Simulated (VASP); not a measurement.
# Y3ScRu4 (I-43m) in VASP: relaxation of cell and atoms with PBE

Aim: the relaxation of cell and atoms of Y3ScRu4 with PBE.

Everything below comes from runs of VASP 6.6.1. Logs are shortened: lines on timing, memory, paths and dates and some standing lists are left out, and cuts for length are marked.

## Step 1: The cell of the first run

Symmetry: I-43m, No. 217, cubic system. The conventional cell has a = 6.700 Å, b = 6.700 Å, c = 6.700 Å, α = 90.00°, β = 90.00°, γ = 90.00°. Within 3.6 Å of Y (site symmetry -42m) lie 8 Ru at 2.74 to 3.27 Å and 4 Y at 3.35 Å and 2 Sc at 3.35 Å. Within 2.8 Å of Sc (site symmetry -43m) lie 4 Ru at 2.08 Å. Within 2.8 Å of Ru (site symmetry 3m) lie 1 Sc at 2.08 Å and 3 Y at 2.74 Å.

The cell was generated, and may not be a known phase.

## Step 2: Relaxation of cell and atoms, PBE

INCAR

```
PREC     = Accurate       # precision mode
ENCUT    = 600            # plane-wave cutoff, eV
EDIFF    = 1E-6           # SCF threshold, eV
ISMEAR   = 0              # smearing method
SIGMA    = 0.2            # smearing width, eV
LREAL    = F              # projectors in reciprocal space
LASPH    = T              # aspherical terms in the spheres
NELM     = 60             # most SCF steps
ALGO     = Fast           # electronic algorithm
ISIF     = 3              # what is computed and relaxed
LWAVE    = F              # write WAVECAR
LCHARG   = F              # write CHGCAR
GGA      = PE             # functional
IBRION   = 2              # ionic algorithm
NSW      = 36             # ionic steps
EDIFFG   = -0.08          # ionic threshold
```

KPOINTS

```
Automatic mesh
0
Gamma
  4 4 4
```

POSCAR

```
Y3ScRu4
1.0
   -3.3501589300      3.3501589300      3.3501589300
    3.3501589300     -3.3501589300      3.3501589300
    3.3501589300      3.3501589300     -3.3501589300
Y Sc Ru
3 1 4
Direct
    0.0000000000      0.5000000000      0.5000000000
    0.5000000000      0.0000000000      0.5000000000
    0.5000000000      0.5000000000      0.0000000000
    0.0000000000      0.0000000000      0.0000000000
    0.3585142500      0.3585142500      0.3585142500
    0.0000000000      0.0000000000      0.6414857500
    0.0000000000      0.6414857500      0.0000000000
    0.6414857500      0.0000000000      0.0000000000
```

Potentials or basis: VASP PAW PBE potentials, release 64 (Y_sv, Sc_sv, Ru_pv).

Launch:

```sh
cat potpaw_PBE.64/Y_sv/POTCAR potpaw_PBE.64/Sc_sv/POTCAR potpaw_PBE.64/Ru_pv/POTCAR > POTCAR
mpirun -np 1 vasp_std > vasp.out
```

OUTCAR:

```text
PREC = Accurate
   ENCUT = 600
   EDIFF = 1E-6
   ISMEAR = 0
   LREAL = F
   LASPH = T
   NELM = 60
   ISIF = 3
   GGA = PE
   IBRION = 2
   NSW = 36
   EDIFFG = -0.08

 ion  position               nearest neighbor table
   1  0.000  0.500  0.500-   5 2.74   6 2.74   7 2.74   8 2.74   7 3.27   6 3.27   8 3.27   5 3.27
                             3 3.35   4 3.35   4 3.35   2 3.35   3 3.35   2 3.35
   2  0.500  0.000  0.500-   5 2.74   6 2.74   8 2.74   7 2.74   8 3.27   5 3.27   6 3.27   7 3.27
                             3 3.35   3 3.35   4 3.35   4 3.35   1 3.35   1 3.35
   3  0.500  0.500  0.000-   5 2.74   7 2.74   8 2.74   6 2.74   5 3.27   8 3.27   7 3.27   6 3.27
                             2 3.35   2 3.35   4 3.35   1 3.35   4 3.35   1 3.35
   4  0.000  0.000  0.000-   5 2.08   6 2.08   7 2.08   8 2.08   2 3.35   3 3.35   1 3.35   1 3.35
                             2 3.35   3 3.35
   5  0.359  0.359  0.359-   4 2.08   2 2.74   3 2.74   1 2.74   2 3.27   3 3.27   1 3.27
   6  0.000  0.000  0.641-   4 2.08   3 2.74   1 2.74   2 2.74   1 3.27   2 3.27   3 3.27
   7  0.000  0.641  0.000-   4 2.08   2 2.74   1 2.74   3 2.74   3 3.27   1 3.27   2 3.27
   8  0.641  0.000  0.000-   4 2.08   1 2.74   2 2.74   3 2.74   3 3.27   2 3.27   1 3.27

  LATTYP: Found a body centered cubic cell.
 ALAT       =     6.7003178600

  Lattice vectors:

 A1 = (  -3.3501589300,   3.3501589300,   3.3501589300)
 A2 = (   3.3501589300,  -3.3501589300,   3.3501589300)
 A3 = (   3.3501589300,   3.3501589300,  -3.3501589300)

Analysis of symmetry for initial positions (statically):
=====================================================================
 Subroutine PRICEL returns:
 Original cell was already a primitive cell.

 Routine SETGRP: Setting up the symmetry group for a
 body centered cubic supercell.

 Subroutine GETGRP returns: Found 24 space group operations
 (whereof 24 operations were pure point group operations)
 out of a pool of 48 trial point group operations.

The static configuration has the point symmetry T_d .

Analysis of symmetry for dynamics (positions and initial velocities):
=====================================================================
 Subroutine PRICEL returns:
 Original cell was already a primitive cell.

 Routine SETGRP: Setting up the symmetry group for a
 body centered cubic supercell.

 Subroutine GETGRP returns: Found 24 space group operations
 (whereof 24 operations were pure point group operations)
 out of a pool of 48 trial point group operations.

The dynamic configuration has the point symmetry T_d .

 Subroutine INISYM returns: Found 24 space group operations
 (whereof 24 operations are pure point group operations),
 and found     1 'primitive' translations

[... 100 lines left out ...]
   NELECT =     100.0000    total number of electrons
   NUPDOWN=      -1.0000    fix difference up-down
   EMIN   =  10.00;   EMAX   =-10.00  energy-range for DOS
   EFERMI =   0.00;   METHOD = LEGACY
   ISMEAR =     0;   SIGMA  =   0.20  broadening in eV -4-tet -1-fermi 0-gaus
   EFERMI_NEDOS =   21; number of points for ismear=-14 and -15
   IALGO  =     68    algorithm
   IMIX   =      4    mixing-type and parameters
     AMIX     =   0.40;   BMIX     =  1.00
     AMIX_MAG =   1.60;   BMIX_MAG =  1.00
  volume/ion in A,a.u.               =      18.80       126.87
  Fermi-wavevector in a.u.,A,eV,Ry     =   1.428859  2.700152 27.778178  2.041639
  Thomas-Fermi vector in A             =   2.548875
   LORBIT       =      0    0 simple, 1 ext, 2 COOP (PROOUT), +10 PAW based schemes
   GGA     = PE    functional components
   LHFCALC =     F    Hartree Fock is set to
   AEXX    =    0.0000 exact exchange contribution
   IVDW    =     0    specifies the selected vdW correction
   LEPSILON=     F    determine dielectric tensor
   LRPA    =     F    only Hartree local field effects (RPA)
 conjugate gradient relaxation of ions
 non-spin polarized calculation
 RMM-DIIS sequential band-by-band and
 Gauss-broadening in eV      SIGMA  =   0.20
  energy-cutoff  :      600.00
  volume of cell :      150.40
 maximum number of plane-waves:      5042
 NGX is ok and might be reduce to    48
   NGX = 23   NGY = 23   NGZ = 23

--------------------------------------- Ionic step        1  -------------------------------------------

 number of electron     100.0000002 magnetization

 Free energy of the ion-electron system (eV)
  ---------------------------------------------------
  ext. energy  EPLUGINS =         0.00000000
  ---------------------------------------------------
  free energy    TOTEN  =       -54.23172074 eV

  energy without entropy =      -54.05861854  energy(sigma->0) =      -54.14516964

------------------------ aborting loop because EDIFF is reached ----------------------------------------

  FORCE on cell =-STRESS in cart. coord.  units (eV):
  Direction    XX          YY          ZZ          XY          YZ          ZX
  --------------------------------------------------------------------------------------
  -------------------------------------------------------------------------------------
  Total       20.8759359     20.8759359     20.8759359      0.0000000      0.0000000     -0.0000000
  in kB      222.3823496    222.3823496    222.3823496      0.0000000      0.0000000     -0.0000000
  external PRESSURE =     222.3823496 kB  Pullay stress =       0.0000000 kB
[... 107 lines left out ...]
  FREE ENERGIE OF THE ION-ELECTRON SYSTEM (eV)
  ---------------------------------------------------
  free  energy   TOTEN  =       -59.9914797359 eV

  energy  without entropy=      -59.7508254685  energy(sigma->0) =      -59.87115260

[... ionic steps 4 to 8 ...]

--------------------------------------- Ionic step        9  -------------------------------------------

 number of electron     100.0000013 magnetization

------------------------ aborting loop because EDIFF is reached ----------------------------------------
[... 79 lines left out ...]
--------------------------------------- Ionic step       11  -------------------------------------------

 number of electron     100.0000017 magnetization

 Free energy of the ion-electron system (eV)
  ---------------------------------------------------
  ext. energy  EPLUGINS =         0.00000000
  ---------------------------------------------------
  free energy    TOTEN  =       -64.91923304 eV

  energy without entropy =      -64.76650409  energy(sigma->0) =      -64.84286856

 E-fermi :   6.4586     XC(G=0): -11.8089

 val. band max:        6.4043558962   @ k =   0.5000   0.5000   0.2500
 cond. band min:       6.4908846643   @ k =   0.2500   0.0000   0.0000
 fundamental gap:      0.0865287682
 Fermi energy:         6.4585565311

 k-point     1 :       0.0000    0.0000    0.0000
  band No.  band energies     occupation
      1     -42.2857      2.00000
      2     -34.9814      2.00000
      3     -34.9814      2.00000
      4     -34.9814      2.00000
      5     -34.9763      2.00000
      6     -34.9763      2.00000
[... 528 lines left out ...]
  FREE ENERGIE OF THE ION-ELECTRON SYSTEM (eV)
  ---------------------------------------------------
  free  energy   TOTEN  =       -64.9192330406 eV

  energy  without entropy=      -64.7665040867  energy(sigma->0) =      -64.84286856

 reached required accuracy - stopping structural energy minimisation
```

OSZICAR:

```text
N       E                     dE             d eps       ncg     rms          rms(c)
DAV:   1     0.131651929814E+04    0.13165E+04   -0.56961E+04   960   0.197E+03
DAV:   2     0.438480202321E+02   -0.12727E+04   -0.12497E+04   960   0.600E+02
DAV:   3    -0.488129254937E+02   -0.92661E+02   -0.86482E+02  1396   0.148E+02
DAV:   4    -0.567041245518E+02   -0.78912E+01   -0.76868E+01  1600   0.377E+01
[... 326 lines left out ...]
RMM:  12    -0.649192272528E+02   -0.57591E-05   -0.57462E-05   982   0.202E-02    0.306E-02
RMM:  13    -0.649192301496E+02   -0.28968E-05   -0.31433E-05   926   0.179E-02    0.291E-02
RMM:  14    -0.649192317203E+02   -0.15707E-05   -0.16573E-05   850   0.128E-02    0.292E-02
RMM:  15    -0.649192328192E+02   -0.10989E-05   -0.10069E-05   823   0.112E-02    0.338E-02
RMM:  16    -0.649192330406E+02   -0.22142E-06   -0.59580E-06   761   0.915E-03
  11 F= -.64919233E+02 E0= -.64842869E+02  d E =-.760506E-02
```

It took 43 min on 1 thread of Intel Xeon Platinum 8488C (Sapphire Rapids), shared host; peak memory 0.42 GiB.

What came out:

```
Free energy                           : -64.9192 eV
Relaxed volume                        : 18.99 Å³/atom
Relaxed cell                          : a = 5.822 Å, b = 5.822 Å, c = 5.822 Å, α = 109.47°, β = 109.47°, γ = 109.47°
Space group after relaxing (to 0.1 Å) : Im-3m (No. 229)
Energy gained by relaxing             : 1335.9 meV/atom
Ionic steps                           : 11
Pressure after relaxing               : 0.1 GPa
Largest force after relaxing          : 0.006 eV/Å
Band gap on the k mesh                : zero (bands 50 and 51 overlap by 2.78 eV)
```

Forces on the atoms (eV/Å):
```
Y    0.000  0.000  0.000
Y    0.000  0.000  0.000
Y    0.000  0.000  0.000
Sc   0.000  0.000  0.000
Ru   0.003  0.003  0.003
Ru  -0.003 -0.003  0.003
Ru  -0.003  0.003 -0.003
Ru   0.003 -0.003 -0.003
```

The path:
```tsv
step	energy change (eV)	largest force (eV/Å)	pressure (GPa)	volume (Å³)
1	0.0000	8.1359	22.24	150.40
2	-4.5440	1.1234	-16.67	214.66
3	-5.7598	2.4411	-9.99	189.14
4	-8.6064	2.2053	-5.40	166.47
5	-9.7614	0.9366	16.28	136.54
6	-9.9706	1.4903	6.93	145.37
7	-9.9797	1.3731	8.73	143.30
8	-10.6655	0.2610	0.38	151.53
9	-10.6799	0.0693	1.27	150.42
10	-10.6816	0.0719	-1.02	153.32
11	-10.6875	0.0059	0.08	151.95
```

Final structure:
```
Y Sc Ru
1.0
    -3.36159    3.36159    3.36159
     3.36159   -3.36159    3.36159
     3.36159    3.36159   -3.36159
Y Sc Ru
3 1 4
Direct
  0.00000 0.50000 0.50000
  0.50000 0.00000 0.50000
  0.50000 0.50000 0.00000
  0.00000 0.00000 0.00000
  0.49982 0.49982 0.49982
  0.00000 0.00000 0.50018
  0.00000 0.50018 0.00000
  0.50018 0.00000 0.00000
```

Levels at points of the mesh, in eV from the Fermi level:
| k point | band 45 | band 46 | band 47 | band 48 | band 49 | band 50 | band 51 | band 52 | band 53 | band 54 |
| --- | --- | --- | --- | --- | --- | --- | --- | --- | --- | --- |
| (0.00, 0.00, 0.00) | -0.32 | -0.32 | 0.93 | 0.93 | 0.93 | 1.71 | 1.71 | 1.71 | 2.15 | 2.15 |
| (0.50, 0.00, 0.00) | -0.90 | -0.77 | -0.62 | -0.56 | -0.27 | -0.27 | 0.47 | 0.58 | 1.49 | 1.53 |
| (0.50, 0.50, 0.50) | -0.48 | -0.48 | -0.11 | -0.11 | -0.11 | 0.11 | 0.11 | 0.21 | 0.99 | 0.99 |

The gap in the log of VASP goes by the Fermi energy; the results here count the filled bands.